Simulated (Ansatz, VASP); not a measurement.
## One calculation of Mg2Si, two programs

```
Mg Si
1.0
     0.00000    3.16897    3.16897
     3.16897    0.00000    3.16897
     3.16897    3.16897    0.00000
Mg Si
2 1
Direct
  0.25000 0.25000 0.25000
  0.75000 0.75000 0.75000
  0.00000 0.00000 0.00000
```

Alike in both runs: task single point; functional PBE; k mesh 8 × 8 × 8; no spin polarisation.

|  | VASP | Ansatz |
| --- | --- | --- |
| version | VASP 6.6.1 | Ansatz 0.2.0 |
| potentials or method | VASP PAW PBE potentials, release 64 (Mg, Si) | plane waves, PAW |
| plane-wave cutoff (eV) | 600 | 420 |
| occupations | gaussian, width 0.01 eV | fixed |
| valence electrons in the cell | 8 | 24 |

Ansatz gave:

| Item | Value |
| --- | --- |
| gap on the k mesh at the Fermi level (eV) | 0.20 |
| pressure (GPa) | 0.7 |

Estimate VASP's values.

gap on the k mesh at the Fermi level (eV): 0.20; pressure (GPa): 0.6.

VASP's potentials hold 8 valence electrons a cell and Ansatz's 24, so a difference there can come from the potentials and not from the codes.
